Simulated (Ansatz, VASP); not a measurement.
Two plane-wave programs on ScAl3

```
Sc Al
1.0
     4.08781    0.00000    0.00000
     0.00000    4.08781    0.00000
     0.00000    0.00000    4.08781
Sc Al
1 3
Direct
  0.00000 0.00000 0.00000
  0.50000 0.50000 0.00000
  0.00000 0.50000 0.50000
  0.50000 0.00000 0.50000
```

Alike in both runs: task relaxation of cell and atoms; functional revPBE; dispersion D3(BJ); k mesh 7 × 7 × 7; occupations fermi-dirac, width 0.05 eV; no spin polarisation.

|  | VASP | Ansatz |
| --- | --- | --- |
| version | VASP 6.6.1 | Ansatz 0.2.0 |
| potentials or method | VASP PAW PBE potentials, release 64 (Sc_sv, Al) | Ansatz PAW |
| plane-wave cutoff (eV) | 600 | 420 |
| valence electrons in the cell | 20 | 20 |

```csv
,VASP,Ansatz,Ansatz less VASP
"gap on the k mesh at the Fermi level, each at its own relaxed structure (eV)",none,none,-
relaxed volume (Å³/atom),16.27,16.28,+0.008
relaxed cell length with the largest relative difference (Å),4.022,4.023,+0.0006
```

VASP's potentials were made for PBE, not for revPBE. A gap of «none» marks a metal or a gap that the smearing closes.

Noted on Ansatz's run: the plane-wave basis is chosen anew once the cell has moved, so the energies of steps on either side of that aren't comparable.
